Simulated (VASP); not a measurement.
Write the native input for VASP 6.6.1 that does the following.

- Task: single point
- Functional: PBE
- Potentials or basis: VASP PAW PBE potentials, release 64 (Na_pv, Sr_sv)
- Cutoff: 520 eV
- k mesh: 6 × 6 × 6
- Occupations: gaussian, width 0.1 eV
- Spin: no spin polarisation
- Dipole correction: no
- Further INCAR settings: ALGO = Normal; EDIFF = 1e-07; NBANDS = 19

The structure of Na2Sr lies in POSCAR:

```
Na2Sr
1.0
   -2.1732889576      2.1732889576      6.7934093136
    2.1732889576     -2.1732889576      6.7934093136
    2.1732889576      2.1732889576     -6.7934093136
Na Sr
2 1
Direct
    0.6847765998      0.6847765998      0.0000000000
    0.3152234002      0.3152234002      0.0000000000
    0.0000000000      0.0000000000      0.0000000000
```

The input as run:

INCAR

```
PREC = Accurate
ENCUT = 520
EDIFF = 1E-7
ISMEAR = 0
SIGMA = 0.1
LREAL = F
LASPH = T
NELM = 60
ALGO = Normal
ISIF = 2
LWAVE = F
LCHARG = T
GGA = PE
LELF = T
LVHAR = T
NBANDS = 19
```

KPOINTS

```
Automatic mesh
0
Gamma
  6 6 6
```

Potentials or basis: VASP PAW PBE potentials, release 64 (Na_pv, Sr_sv).

Launch:

```sh
$ cat potpaw_PBE.64/Na_pv/POTCAR potpaw_PBE.64/Sr_sv/POTCAR > POTCAR
$ mpirun -np 1 vasp_std > vasp.out
```

Results of the run:

| Item | Value |
| --- | --- |
| Pressure | 0.0 GPa |
| Largest force | 0.012 eV/Å |
| Band gap on the k mesh | zero (band 12 reaches 1.45 eV, above the bottom of band 13 at 0.51 eV) |

Run time: 110 s on 1 thread of Intel(R) Xeon(R) Platinum 8488C (Sapphire Rapids) (shared host), peak memory 0.42 GiB.
